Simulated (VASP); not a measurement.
# Si2Ni in VASP: single point with PBEsol+U

Aim: the single point of Si2Ni with PBEsol+U.

Everything below comes from runs of VASP 6.6.1. Logs are shortened: lines on timing, memory, paths and dates and some standing lists are left out, and cuts for length are marked.

**1. The cell of the first run**

The cell holds a slab with vacuum, 6 atoms: a = 3.812 Å, b = 3.812 Å, c = 19.044 Å, α = 90.00°, β = 90.00°, γ = 90.00°.

**2. Single point, PBEsol+U**

Input file INCAR:

```
SYSTEM = Si2Ni
ALGO     = Normal         ! electronic algorithm
DIPOL    = 0.5 0.5 0.488
EDIFF    = 1E-6           ! SCF threshold, eV
ENCUT    = 520            ! plane-wave cutoff, eV
GGA      = PS             ! functional
GGA_COMPAT= .False.      
IDIPOL   = 3            
ISIF     = 2              ! what is computed and relaxed
ISMEAR   = 0              ! smearing method
LASPH    = .True.         ! aspherical terms in the spheres
LCHARG   = .False.        ! write CHGCAR
LDAU     = .True.         ! DFT+U
LDAUJ    = 0 0          
LDAUL    = -1 2           ! shell
LDAUPRINT= 1            
LDAUTYPE = 2            
LDAUU    = 0 3            ! U, eV
LDIPOL   = .True.       
LMAXMIX  = 4              ! l up to which the mixer works
LREAL    = .False.        ! projectors in reciprocal space
LWAVE    = .False.        ! write WAVECAR
NBANDS   = 27             ! bands
NELM     = 200            ! most SCF steps
NELMDL   = -8           
PREC     = Accurate       ! precision mode
SIGMA    = 0.1            ! smearing width, eV
```

Input file KPOINTS:

```
k-points
0
Gamma
  9 9 1
  0 0 0
```

Input file POSCAR:

```
Si2Ni
1.0
    3.8123023665      0.0000000000      0.0000000000
    0.0000000000      3.8123023665      0.0000000000
    0.0000000000      0.0000000000     19.0435572830
Si Ni
4 2
Direct
    0.5000000000      0.0000000000      0.3938339822
    0.0000000000      0.5000000000      0.3938339822
    0.0000000000      0.5000000000      0.5353886726
    0.5000000000      0.0000000000      0.5353886726
    0.5000000000      0.5000000000      0.4646113274
    0.0000000000      0.0000000000      0.6061660178
```

Potentials or basis: VASP PAW PBE potentials, release 64 (Si, Ni).

Command:

```bash
> cat potpaw_PBE.64/Si/POTCAR potpaw_PBE.64/Ni/POTCAR > POTCAR
> mpirun -np 1 vasp_std > vasp.out
```

OUTCAR:

```text
SYSTEM = Si2Ni
   EDIFF = 1E-6
   ENCUT = 520
   GGA = PS
   ISIF = 2
   ISMEAR = 0
   LASPH = .True.
   LREAL = .False.
   NELM = 200
   NELMDL = -8
   PREC = Accurate

 ion  position               nearest neighbor table
   1  0.500  0.000  0.394-   5 2.33   5 2.33   2 2.70   2 2.70   2 2.70   2 2.70   4 2.70
   2  0.000  0.500  0.394-   5 2.33   5 2.33   1 2.70   1 2.70   1 2.70   1 2.70   3 2.70
   3  0.000  0.500  0.535-   5 2.33   6 2.33   6 2.33   5 2.33   4 2.70   4 2.70   4 2.70   4 2.70
                             2 2.70
   4  0.500  0.000  0.535-   5 2.33   6 2.33   5 2.33   6 2.33   3 2.70   3 2.70   3 2.70   3 2.70
                             1 2.70
   5  0.500  0.500  0.465-   1 2.33   2 2.33   3 2.33   4 2.33   1 2.33   4 2.33   2 2.33   3 2.33

   6  0.000  0.000  0.606-   3 2.33   4 2.33   3 2.33   4 2.33

  LATTYP: Found a simple tetragonal cell.
 ALAT       =     3.8123023665
 C/A-ratio  =     4.9952903658

  Lattice vectors:

 A1 = (   3.8123023665,   0.0000000000,   0.0000000000)
 A2 = (   0.0000000000,   3.8123023665,   0.0000000000)
 A3 = (   0.0000000000,   0.0000000000,  19.0435572830)

Analysis of symmetry for initial positions (statically):
=====================================================================
 Subroutine PRICEL returns:
 Original cell was already a primitive cell.

 Routine SETGRP: Setting up the symmetry group for a
 simple tetragonal supercell.

 Subroutine GETGRP returns: Found  8 space group operations
 (whereof  8 operations were pure point group operations)
 out of a pool of 16 trial point group operations.

The static configuration has the point symmetry C_4v.

Analysis of symmetry for dynamics (positions and initial velocities):
=====================================================================
 Subroutine PRICEL returns:
 Original cell was already a primitive cell.

 Routine SETGRP: Setting up the symmetry group for a
 simple tetragonal supercell.

 Subroutine GETGRP returns: Found  8 space group operations
 (whereof  8 operations were pure point group operations)
 out of a pool of 16 trial point group operations.

The dynamic configuration has the point symmetry C_4v.

 Subroutine INISYM returns: Found  8 space group operations
 (whereof  8 operations are pure point group operations),
 and found     1 'primitive' translations

----------------------------------------------------------------------------------------

                                     Primitive cell

  volume of cell :     276.7724

  direct lattice vectors                    reciprocal lattice vectors
     3.812302366  0.000000000  0.000000000     0.262308680  0.000000000  0.000000000
     0.000000000  3.812302366  0.000000000     0.000000000  0.262308680  0.000000000
     0.000000000  0.000000000 19.043557283     0.000000000  0.000000000  0.052511198

  length of vectors
     3.812302366  3.812302366 19.043557283     0.262308680  0.262308680  0.052511198

  position of ions in fractional coordinates (direct lattice)
     0.500000000  0.000000000  0.393833982
     0.000000000  0.500000000  0.393833982
     0.000000000  0.500000000  0.535388673
     0.500000000  0.000000000  0.535388673
     0.500000000  0.500000000  0.464611327
     0.000000000  0.000000000  0.606166018

  ion indices of the primitive-cell ions
   primitive index   ion index
                 1           1
                 2           2
                 3           3
                 4           4
                 5           5
                 6           6
[... 109 lines left out ...]

spin component  1

  0.8931  0.0000  0.0000  0.0000  0.0000
  0.0000  0.8574 -0.0000  0.0000 -0.0000
  0.0000 -0.0000  0.9114 -0.0000  0.0000
  0.0000  0.0000 -0.0000  0.8574  0.0000
  0.0000 -0.0000  0.0000  0.0000  0.8196

spin component  2

  0.8931  0.0000  0.0000  0.0000  0.0000
  0.0000  0.8574 -0.0000  0.0000 -0.0000
  0.0000 -0.0000  0.9114 -0.0000  0.0000
  0.0000  0.0000 -0.0000  0.8574  0.0000
  0.0000 -0.0000  0.0000  0.0000  0.8196

 occupancies and eigenvectors

  o =  0.8196  v =  0.0000 -0.0000  0.0000  0.0000 -1.0000  0.0000  0.0000  0.0000  0.0000  0.0000      0.0000  0.0000  0.0000  0.0000  0.0000  0.0000  0.0000  0.0000  0.0000  0.0000
  o =  0.8196  v =  0.0000  0.0000  0.0000  0.0000  0.0000  0.0000 -0.0000  0.0000  0.0000 -1.0000      0.0000  0.0000  0.0000  0.0000  0.0000  0.0000  0.0000  0.0000  0.0000  0.0000
  o =  0.8574  v =  0.0000 -0.9991  0.0000 -0.0436  0.0000  0.0000  0.0000  0.0000  0.0000  0.0000      0.0000  0.0000  0.0000  0.0000  0.0000  0.0000  0.0000  0.0000  0.0000  0.0000
  o =  0.8574  v =  0.0000  0.0000  0.0000  0.0000  0.0000  0.0000 -0.9991  0.0000 -0.0436  0.0000      0.0000  0.0000  0.0000  0.0000  0.0000  0.0000  0.0000  0.0000  0.0000  0.0000
  o =  0.8574  v =  0.0000 -0.0436  0.0000  0.9991  0.0000  0.0000  0.0000  0.0000  0.0000  0.0000      0.0000  0.0000  0.0000  0.0000  0.0000  0.0000  0.0000  0.0000  0.0000  0.0000
  o =  0.8574  v =  0.0000  0.0000  0.0000  0.0000  0.0000  0.0000 -0.0436  0.0000  0.9991  0.0000      0.0000  0.0000  0.0000  0.0000  0.0000  0.0000  0.0000  0.0000  0.0000  0.0000
  o =  0.8931  v =  1.0000  0.0000  0.0000  0.0000  0.0000  0.0000  0.0000  0.0000  0.0000  0.0000      0.0000  0.0000  0.0000  0.0000  0.0000  0.0000  0.0000  0.0000  0.0000  0.0000
  o =  0.8931  v =  0.0000  0.0000  0.0000  0.0000  0.0000  1.0000  0.0000  0.0000  0.0000  0.0000      0.0000  0.0000  0.0000  0.0000  0.0000  0.0000  0.0000  0.0000  0.0000  0.0000
  o =  0.9114  v =  0.0000 -0.0000 -1.0000  0.0000 -0.0000  0.0000  0.0000  0.0000  0.0000  0.0000      0.0000  0.0000  0.0000  0.0000  0.0000  0.0000  0.0000  0.0000  0.0000  0.0000
  o =  0.9114  v =  0.0000  0.0000  0.0000  0.0000  0.0000  0.0000 -0.0000 -1.0000  0.0000 -0.0000      0.0000  0.0000  0.0000  0.0000  0.0000  0.0000  0.0000  0.0000  0.0000  0.0000

atom =   6  type =  2  l = 2

 onsite density matrix

spin component  1

  0.9036 -0.0000  0.0000 -0.0000  0.0000
 -0.0000  0.8652  0.0000  0.0000 -0.0000
  0.0000  0.0000  0.8821 -0.0000 -0.0000
 -0.0000  0.0000 -0.0000  0.8652 -0.0000
  0.0000 -0.0000 -0.0000 -0.0000  0.8232

spin component  2

  0.9036 -0.0000  0.0000 -0.0000  0.0000
 -0.0000  0.8652  0.0000  0.0000 -0.0000
  0.0000  0.0000  0.8821 -0.0000 -0.0000
 -0.0000  0.0000 -0.0000  0.8652 -0.0000
  0.0000 -0.0000 -0.0000 -0.0000  0.8232

 occupancies and eigenvectors

  o =  0.8232  v =  0.0000 -0.0000  0.0000 -0.0000  1.0000  0.0000  0.0000  0.0000  0.0000  0.0000      0.0000  0.0000  0.0000  0.0000  0.0000  0.0000  0.0000  0.0000  0.0000  0.0000
  o =  0.8232  v =  0.0000  0.0000  0.0000  0.0000  0.0000  0.0000 -0.0000  0.0000 -0.0000  1.0000      0.0000  0.0000  0.0000  0.0000  0.0000  0.0000  0.0000  0.0000  0.0000  0.0000
  o =  0.8652  v =  0.0000 -0.9997  0.0000  0.0224 -0.0000  0.0000  0.0000  0.0000  0.0000  0.0000      0.0000  0.0000  0.0000  0.0000  0.0000  0.0000  0.0000  0.0000  0.0000  0.0000
  o =  0.8652  v =  0.0000  0.0000  0.0000  0.0000  0.0000  0.0000 -0.9997  0.0000  0.0224 -0.0000      0.0000  0.0000  0.0000  0.0000  0.0000  0.0000  0.0000  0.0000  0.0000  0.0000
  o =  0.8652  v =  0.0000  0.0224 -0.0000  0.9997  0.0000  0.0000  0.0000  0.0000  0.0000  0.0000      0.0000  0.0000  0.0000  0.0000  0.0000  0.0000  0.0000  0.0000  0.0000  0.0000
  o =  0.8652  v =  0.0000  0.0000  0.0000  0.0000  0.0000  0.0000  0.0224 -0.0000  0.9997  0.0000      0.0000  0.0000  0.0000  0.0000  0.0000  0.0000  0.0000  0.0000  0.0000  0.0000
  o =  0.8821  v =  0.0000  0.0000  1.0000  0.0000 -0.0000  0.0000  0.0000  0.0000  0.0000  0.0000      0.0000  0.0000  0.0000  0.0000  0.0000  0.0000  0.0000  0.0000  0.0000  0.0000
  o =  0.8821  v =  0.0000  0.0000  0.0000  0.0000  0.0000  0.0000  0.0000  1.0000  0.0000 -0.0000      0.0000  0.0000  0.0000  0.0000  0.0000  0.0000  0.0000  0.0000  0.0000  0.0000
  o =  0.9036  v =  0.0000  0.0000  0.0000  0.0000  0.0000  1.0000  0.0000  0.0000  0.0000  0.0000      0.0000  0.0000  0.0000  0.0000  0.0000  0.0000  0.0000  0.0000  0.0000  0.0000
  o =  0.9036  v =  1.0000  0.0000  0.0000  0.0000  0.0000  0.0000  0.0000  0.0000  0.0000  0.0000      0.0000  0.0000  0.0000  0.0000  0.0000  0.0000  0.0000  0.0000  0.0000  0.0000

 number of electron      36.0000031 magnetization

 dipolmoment           0.000000      0.000000     -0.067638 electrons x Angstroem

 Free energy of the ion-electron system (eV)
  ---------------------------------------------------
  ext. energy  EPLUGINS =         0.00000000
  ---------------------------------------------------
  free energy    TOTEN  =       -30.60115608 eV

  energy without entropy =      -30.58233481  energy(sigma->0) =      -30.59174545

 E-fermi :  -0.3239     XC(G=0):  -4.3980

 val. band max:       -0.5174865686   @ k =   0.3333   0.0000   0.0000
 cond. band min:      -0.3211510853   @ k =   0.3333   0.1111   0.0000
 fundamental gap:      0.1963354834
 Fermi energy:        -0.3238988946

 k-point     1 :       0.0000    0.0000    0.0000
  band No.  band energies     occupation
      1     -12.7276      2.00000
      2     -10.4042      2.00000
      3      -6.6379      2.00000
      4      -5.8630      2.00000
      5      -4.9793      2.00000
      6      -4.9793      2.00000
[... 439 lines left out ...]
     26       5.9455      0.00000
     27       6.4876      0.00000

------------------------ aborting loop because EDIFF is reached ----------------------------------------

 vacuum level on the upper side and lower side of the slab       (xc-potential included)        -0.686         0.120

  FORCE on cell =-STRESS in cart. coord.  units (eV):
  Direction    XX          YY          ZZ          XY          YZ          ZX
  --------------------------------------------------------------------------------------
  -------------------------------------------------------------------------------------
  Total       -5.0038131     -5.0038131     -2.8748524      0.0000000     -0.0000000      0.0000000
  in kB      -28.9660257    -28.9660257    -16.6419180      0.0000000     -0.0000000      0.0000000
  external PRESSURE =     -24.8579898 kB  Pullay stress =       0.0000000 kB

 VOLUME and BASIS-vectors are now :
 -----------------------------------------------------------------------------
  energy-cutoff  :      520.00
  volume of cell :      276.77
      direct lattice vectors                 reciprocal lattice vectors
     3.812302366  0.000000000  0.000000000     0.262308680  0.000000000  0.000000000
     0.000000000  3.812302366  0.000000000     0.000000000  0.262308680  0.000000000
     0.000000000  0.000000000 19.043557283     0.000000000  0.000000000  0.052511198

 POSITION                                       TOTAL-FORCE (eV/Angst)
 -----------------------------------------------------------------------------------
      1.90615      0.00000      7.50000         0.000000      0.000000     -0.044338
      0.00000      1.90615      7.50000         0.000000      0.000000     -0.044338
      0.00000      1.90615     10.19570         0.000000      0.000000      0.846203
      1.90615      0.00000     10.19570         0.000000      0.000000      0.846203
      1.90615      1.90615      8.84785        -0.000000     -0.000000      0.446641
      0.00000      0.00000     11.54356         0.000000      0.000000     -2.050370
 -----------------------------------------------------------------------------------
    total drift:                                0.000000      0.000000     -0.001394

  FREE ENERGIE OF THE ION-ELECTRON SYSTEM (eV)
  ---------------------------------------------------
  free  energy   TOTEN  =       -30.6011560822 eV

  energy  without entropy=      -30.5823348106  energy(sigma->0) =      -30.59174545

 vacuum level on the upper side and lower side of the slab         3.367         4.197
```

Run time: 8 min. Hardware: 1 thread of Intel Xeon 8259CL, shared host; peak memory 0.38 GiB.

Results:

| Property | Result |
| --- | --- |
| Free energy | -30.6012 eV |
| Largest force | 2.050 eV/Å |
| Band gap on the k mesh | zero (bands 18 and 19 overlap by 1.98 eV) |

Forces in eV/Å, atoms in the order of the input:
```
Si   0.000  0.000 -0.044
Si   0.000  0.000 -0.044
Si   0.000  0.000  0.846
Si   0.000  0.000  0.846
Ni   0.000  0.000  0.447
Ni   0.000  0.000 -2.050
```

Eigenvalues of the final occupation matrices:
| site | spin | trace | eigenvalues |
| --- | --- | --- | --- |
| site 5 d | 1 | 4.34 | 0.82 0.86 0.86 0.89 0.91 |
| site 5 d | 2 | 4.34 | 0.82 0.86 0.86 0.89 0.91 |
| site 6 d | 1 | 4.34 | 0.82 0.87 0.87 0.88 0.90 |
| site 6 d | 2 | 4.34 | 0.82 0.87 0.87 0.88 0.90 |

Caveat: the PAW data sets were made with another functional, which shifts forces and pressure a little; U without spin polarisation on a metal has little footing; the U is typed as a test and isn't derived for this compound.

The gap in the log of VASP goes by the Fermi energy; the results here count the filled bands.